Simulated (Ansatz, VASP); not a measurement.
# One calculation of Ru, two programs

File INCAR:

```
SYSTEM = Ru
PREC = Accurate
ENCUT = 520
EDIFF = 1E-7
ISMEAR = -1
SIGMA = 0.1
LREAL = .FALSE.
LASPH = .TRUE.
NELM = 100
ALGO = Normal
ISIF = 2
LWAVE = .FALSE.
LCHARG = .FALSE.
GGA = PS
NBANDS = 13
```

KPOINTS

```
Automatic mesh
0
G
  14 14 14
  0 0 0
```

Contents of POSCAR:

```
Ru
1.0
    2.4809936697      0.0000000000      0.0000000000
    0.0000000000      2.4809936697      0.0000000000
    0.0000000000      0.0000000000      2.4809936697
Ru
1
Direct
    0.0000000000      0.0000000000      0.0000000000
```

Input for Ansatz:

```yaml
crystal:
  lattice:
    - [2.4809936697, 0.0, 0.0]
    - [0.0, 2.4809936697, 0.0]
    - [0.0, 0.0, 2.4809936697]
  atoms:
    - { symbol: Ru, position: [0.0, 0.0, 0.0] }
hamiltonian:
  xc: pbesol
  pseudopotentials:
    kind: paw
    azcp:
      Ru: "pseudopotentials/Ru.paw.azcp"
basis:
  ecutwfc: 420
  fft_grid_basis: typed
kpoints:
  mp_grid: { grid: [14, 14, 14], shift: [0, 0, 0] }
magnetization:
  spin_polarized: false
scf:
  occupations: { method: fermi_dirac, width: 0.1 }
  lower_state_search: "off"
output:
  stress: true
  write_density: true
  write_potential: true
  elf: true
  volumetric_format: npy
```

Alike in both runs: task single point; functional PBEsol; k mesh 14 × 14 × 14; occupations fermi-dirac, width 0.1 eV; no spin polarisation.

|  | VASP | Ansatz |
| --- | --- | --- |
| version | VASP 6.6.1 | Ansatz 0.2.0 |
| potentials or method | VASP PAW PBE potentials, release 64 (Ru_pv), cutoff 520 eV | plane waves (420 eV) with PAW, scalar-relativistic |
| valence electrons in the cell | 14 | 16 |

VASP gave:

- pressure (GPa): 0.4

**Question.** Estimate Ansatz's values.

**Answer.** Pressure (GPa): 0.2.

VASP's potentials were made for PBE, not for PBEsol, and Ansatz warns of the same on its side. VASP's potentials hold 14 valence electrons a cell and Ansatz's 16, so a difference there can come from the potentials and not from the codes.
